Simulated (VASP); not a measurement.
Au:

```xyz
1
Lattice="0.0000 2.0455 2.0455 2.0455 0.0000 2.0455 2.0455 2.0455 0.0000" Properties=species:S:1:pos:R:3 pbc="T T T"
Au    0.0000    0.0000    0.0000
```

```yaml
Program: VASP 6.6.1
Task: relaxation of cell and atoms
Functional: r2SCAN
Potentials_or_basis: VASP PAW PBE potentials, release 64 (Au)
Cutoff: 600 eV
k_mesh: 18 × 18 × 18
Occupations: gaussian, width 0.1 eV
Spin: no spin polarisation
```

At the start: pressure 4.5 GPa; volume 17.12 Å³/atom.

Where does the relaxation end?

Over 3 steps the energy falls by 6.2 meV/atom and the volume is 17.58 Å³/atom (+2.7 %); space group Fm-3m (No. 225, to 0.1 Å) before and after.

The path:
| step | energy change (eV) | largest force (eV/Å) | pressure (GPa) | volume (Å³) |
| --- | --- | --- | --- | --- |
| 1 | 0.0000 | 0.0000 | 4.47 | 17.12 |
| 2 | 0.0082 | 0.0000 | -5.78 | 18.33 |
| 3 | -0.0062 | 0.0000 | -0.03 | 17.58 |

Final structure:
```
Au
1.0
     0.00000    2.06373    2.06373
     2.06373    0.00000    2.06373
     2.06373    2.06373    0.00000
Au
1
Direct
  0.00000 0.00000 0.00000
```

Caveat: the PAW data sets were made with another functional, which shifts forces and pressure a little.
